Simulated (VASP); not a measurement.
# TiB2N3 (P4mm) in VASP: a series of runs, part 2 of 2

VASP 6.6.1. Earlier steps stand in the parts before.

### 4 Relaxation of cell and atoms, PBE

Contents of INCAR:

```
SYSTEM = TiB2N3
PREC = Accurate
ENCUT = 600
EDIFF = 1E-7
ISMEAR = 0
SIGMA = 0.1
LREAL = .False.
LASPH = .True.
NELM = 100
ALGO = Normal
ISIF = 3
LWAVE = .False.
LCHARG = .False.
GGA = PE
IBRION = 2
NSW = 100
EDIFFG = -0.01
```

Contents of KPOINTS:

```
Automatic mesh
0
Gamma
  12 12 8
  0 0 0
```

Contents of POSCAR:

```
TiB2N3
1.0
    3.2546398555      0.0000000000      0.0000000000
    0.0000000000      3.2546398555      0.0000000000
    0.0000000000      0.0000000000      4.7706810732
Ti B N
1 2 3
Direct
    0.0000000000      0.0000000000      0.1024584317
    0.0000000000      0.0000000000      0.6384218011
    0.5000000000      0.5000000000      0.3313212736
    0.5000000000      0.0000000000      0.7595404963
    0.0000000000      0.5000000000      0.7595404963
    0.5000000000      0.5000000000      0.6498372109
```

Launch:

```bash
cat potpaw_PBE.64/Ti_sv/POTCAR potpaw_PBE.64/B/POTCAR potpaw_PBE.64/N/POTCAR > POTCAR
mpirun -np 1 vasp_std > vasp.out
```

It took 12 min on 1 thread of Intel Xeon Platinum 8488C (Sapphire Rapids), shared host; peak memory 0.32 GiB.

The run converged. Its results:

- Free energy: -39.5296 eV
- Relaxed volume: 8.42 Å³/atom
- Relaxed cell: a = 3.259 Å, b = 3.259 Å, c = 4.755 Å, α = 90.00°, β = 90.00°, γ = 90.00°
- Space group after relaxing (to 0.05 Å): P4mm (No. 99)
- Energy gained by relaxing: 0.5 meV/atom
- Ionic steps: 10
- Pressure after relaxing: 0.0 GPa
- Largest force after relaxing: 0.006 eV/Å

Forces in eV/Å, atoms in the order of the input:
```
Ti   0.000  0.000  0.000
B    0.000  0.000  0.005
B    0.000  0.000 -0.004
N    0.000  0.000 -0.003
N    0.000  0.000 -0.003
N    0.000  0.000  0.006
```

The path:
```csv
step,energy change (eV),largest force (eV/Å),pressure (GPa),volume (Å³)
1,0.0000,0.1467,0.23,50.53
2,-0.0025,0.0774,-0.34,50.62
3,-0.0026,0.0598,-0.49,50.65
4,-0.0030,0.0207,0.13,50.47
5,-0.0030,0.0206,0.10,50.48
6,-0.0030,0.0194,-0.01,50.50
7,-0.0030,0.0212,-0.02,50.50
8,-0.0031,0.0154,0.01,50.50
9,-0.0031,0.0207,0.02,50.50
10,-0.0031,0.0064,0.02,50.51
```

Final structure:
```
Ti B N
1.0
     3.25915    0.00000    0.00000
     0.00000    3.25915    0.00000
     0.00000    0.00000    4.75506
Ti B N
1 2 3
Direct
  0.00000 0.00000 0.10427
  0.00000 0.00000 0.64046
  0.50000 0.50000 0.32825
  0.50000 0.00000 0.76006
  0.00000 0.50000 0.76006
  0.50000 0.50000 0.64803
```

Levels at points of the mesh, in eV from the Fermi level:
```csv
k point,band 13,band 14,band 15,band 16,band 17,band 18,band 19,band 20
"(0.00, 0.00, 0.00)",-3.51,-2.51,-2.29,0.51,0.51,0.63,1.39,1.96
"(0.50, 0.00, 0.00)",-4.20,-2.78,-2.53,0.46,0.58,1.64,2.01,2.57
"(0.50, 0.50, 0.00)",-0.92,-0.92,-0.68,0.17,0.69,1.88,1.88,2.28
"(0.00, 0.00, 0.50)",-3.49,-3.09,-2.86,-1.23,1.18,1.18,1.97,2.00
"(0.50, 0.00, 0.50)",-3.22,-2.68,-0.89,-0.15,-0.07,1.62,1.74,2.24
"(0.50, 0.50, 0.50)",-2.19,-1.12,-1.12,0.19,0.69,1.94,1.94,2.96
```

### 5 Relaxation of cell and atoms, PBE, collinear spin, ferromagnetic start

This run uses another cell than the first one, of 10.02 Å³/atom, 1.189 times its volume.

Contents of INCAR:

```
SYSTEM = TiB2N3
PREC     = Accurate       ! precision mode
ENCUT    = 600            ! plane-wave cutoff, eV
EDIFF    = 1E-6           ! SCF threshold, eV
ISMEAR   = 0              ! smearing method
SIGMA    = 0.1            ! smearing width, eV
LREAL    = .False.        ! projectors in reciprocal space
LASPH    = .True.         ! aspherical terms in the spheres
NELM     = 150            ! most SCF steps
ALGO     = Normal         ! electronic algorithm
ISIF     = 3              ! what is computed and relaxed
LWAVE    = .False.        ! write WAVECAR
LCHARG   = .False.        ! write CHGCAR
ISPIN    = 2              ! spin polarisation
MAGMOM   = 1 0 0 0 0 0    ! initial moments
LORBIT   = 11             ! projections on sites
LMAXMIX  = 4              ! l up to which the mixer works
GGA      = PE             ! functional
IBRION   = 2              ! ionic algorithm
NSW      = 90             ! ionic steps
EDIFFG   = -0.04          ! ionic threshold
```

Contents of KPOINTS:

```
Automatic mesh
0
Gamma
  4 4 6
  0 0 0
```

Contents of POSCAR:

```
TiB2N3
1.0
    4.0575327000      0.0000000000      0.0000000000
    0.0000000000      4.0575327000      0.0000000000
    0.0000000000      0.0000000000      3.6507032600
Ti B N
1 2 3
Direct
    0.0000000000      0.0000000000      0.0083075400
    0.0000000000      0.0000000000      0.5219981500
    0.5000000000      0.5000000000      0.3740738400
    0.5000000000      0.0000000000      0.8089161000
    0.0000000000      0.5000000000      0.8089161000
    0.5000000000      0.5000000000      0.7189079800
```

Launch:

```bash
cat potpaw_PBE.64/Ti_sv/POTCAR potpaw_PBE.64/B/POTCAR potpaw_PBE.64/N/POTCAR > POTCAR
mpirun -np 1 vasp_std > vasp.out
```

Run time: 12 min. Hardware: 1 thread of Intel Xeon Platinum 8488C (Sapphire Rapids), shared host; peak memory 0.24 GiB.

It converged, with:

| Item | Value |
| --- | --- |
| Free energy | -39.0502 eV |
| Relaxed volume | 8.81 Å³/atom |
| Relaxed cell | a = 3.257 Å, b = 3.257 Å, c = 4.982 Å, α = 90.00°, β = 90.00°, γ = 90.00° |
| Space group after relaxing (to 0.05 Å) | P4mm (No. 99) |
| Energy gained by relaxing | 973.9 meV/atom |
| Ionic steps | 25 |
| Pressure after relaxing | 0.1 GPa |
| Largest force after relaxing | 0.040 eV/Å |
| Net moment | 0.00 μB per cell |
| Valence electrons inside the program's atomic spheres | Ti 10.25; B 1.80, 1.88; N 3.61, 3.56 |

Forces on the atoms (eV/Å):
```
Ti   0.000  0.000  0.007
B    0.000  0.000  0.040
B    0.000  0.000  0.038
N    0.000  0.000 -0.039
N    0.000  0.000 -0.039
N    0.000  0.000 -0.006
```

Stress tensor (GPa, compression positive):
```
 0.13  0.00  0.00
 0.00  0.13  0.00
 0.00  0.00 -0.01
```

The path:
```
step  energy change (eV)  largest force (eV/Å)  pressure (GPa)  volume (Å³)
   1              0.0000                6.8360           15.51        60.10
   2             -1.4347                0.5707          -17.87        67.31
   3             -1.4339                0.5712          -17.73        67.20
   4             -2.0884                3.8043            3.55        56.97
   5             -2.1104                3.0420           -0.55        58.31
   6             -2.6738                2.2163            5.83        53.40
   7             -2.7479                2.7248           11.49        51.30
   8             -3.1132                3.3917           11.36        50.49
   9             -3.8303                5.4321           17.32        48.09
  10             -4.4534                3.2993           10.99        49.21
  11             -4.6079                3.6240            9.32        50.10
  12             -4.9423                1.5783           -2.66        51.74
  13             -4.9715                1.9665           -8.53        52.90
  14             -4.9747                1.7476           -7.35        52.64
  15             -5.1395                1.7434           -5.29        52.12
  16             -5.3742                1.6349            5.72        50.54
  17             -5.5510                1.1060            5.63        51.14
  18             -5.7001                0.9504            5.66        52.16
  19             -5.8191                0.3419           -2.98        53.99
  20             -5.8193                0.3248           -3.25        54.06
  21             -5.8386                0.2054           -0.34        53.28
  22             -5.8390                0.1937            0.15        53.15
  23             -5.8412                0.1203           -0.19        53.13
  24             -5.8422                0.1026           -0.61        53.10
  25             -5.8433                0.0398            0.09        52.83
```

Final structure:
```xyz
6
Lattice="3.2566 0.0000 0.0000 0.0000 3.2566 0.0000 0.0000 0.0000 4.9815" Properties=species:S:1:pos:R:3 pbc="T T T"
Ti    3.2566    0.0000    0.6395
B     0.0000    0.0000    3.3072
B     1.6283    1.6283    0.7680
N     1.6283    0.0000    3.6161
N     0.0000    1.6283    3.6161
N     1.6283    1.6283    4.1989
```

Levels at points of the mesh, in eV from the Fermi level:
Spin up:
```
           k point  band 14  band 15  band 16  band 17  band 18  band 19
(0.00, 0.00, 0.00)    -2.30    -2.13     0.15     0.47     1.30     1.30
(0.50, 0.00, 0.00)    -3.01    -1.25    -0.94     1.05     1.32     1.36
(0.50, 0.50, 0.00)    -0.73    -0.30    -0.14     0.45     1.57     2.23
(0.00, 0.00, 0.50)    -3.11    -2.43     0.95     1.21     1.64     1.64
(0.50, 0.00, 0.50)    -2.31    -2.26    -1.09    -0.05     1.22     1.90
(0.50, 0.50, 0.50)    -0.13     0.06     0.06     0.45     1.84     1.84
```
Spin down:
```tsv
k point	band 12	band 13	band 14	band 15	band 16	band 17	band 18	band 19	band 20	band 21
(0.00, 0.00, 0.00)	-4.34	-4.34	-2.30	-2.13	0.15	0.47	1.30	1.30	1.83	2.36
(0.50, 0.00, 0.00)	-5.59	-4.34	-3.01	-1.25	-0.94	1.05	1.32	1.36	1.63	3.33
(0.50, 0.50, 0.00)	-2.73	-0.73	-0.73	-0.30	-0.14	0.45	1.57	2.23	2.23	2.78
(0.00, 0.00, 0.50)	-4.38	-4.38	-3.11	-2.43	0.95	1.21	1.64	1.64	1.84	2.02
(0.50, 0.00, 0.50)	-5.77	-3.04	-2.31	-2.26	-1.09	-0.05	1.22	1.90	2.35	3.18
(0.50, 0.50, 0.50)	-2.10	-1.96	-0.13	0.06	0.06	0.45	1.84	1.84	2.47	2.47
```

Caveat: the k points lie up to 0.48 Å⁻¹ apart in the final cell.

### 6 Overview

| task | spin | cell | k mesh | cutoff (eV) | gap on the mesh (eV) | pressure (GPa) | moment (μB) | relaxed volume (Å³/atom) | largest force (eV/Å) |
| --- | --- | --- | --- | --- | --- | --- | --- | --- | --- |
| single point | off | a = 3.261, b = 3.261, c = 4.754 Å, 6 atoms | 12 × 12 × 8 | 520 | none | 0.0 | - | - | 0.03 |
| single point | collinear, ferromagnetic start | a = 4.058, b = 4.058, c = 3.651 Å, 6 atoms | 4 × 4 × 6 | 520 | none | 15.6 | 0.00 | - | 6.84 |
| relaxation of cell and atoms | off | relaxed from a = 3.255, b = 3.255, c = 4.771 Å, 6 atoms | 12 × 12 × 8 | 600 | none | 0.0 | - | 8.42 | 0.01 |
| relaxation of cell and atoms | collinear, ferromagnetic start | relaxed from a = 4.058, b = 4.058, c = 3.651 Å, 6 atoms | 4 × 4 × 6 | 600 | none | 0.1 | 0.00 | 8.81 | 0.04 |

Alike in all rows: level PBE; potentials or basis VASP PAW PBE potentials, release 64 (Ti_sv, B, N); smearing gaussian 0.1 eV.

Caveats: some runs use coarse meshes; forces of over 1 eV/Å act on the atoms, so gaps and moduli don't describe the material at rest (some runs).

Total energies depend on the potentials used, so only differences within one code and one set of settings carry meaning.
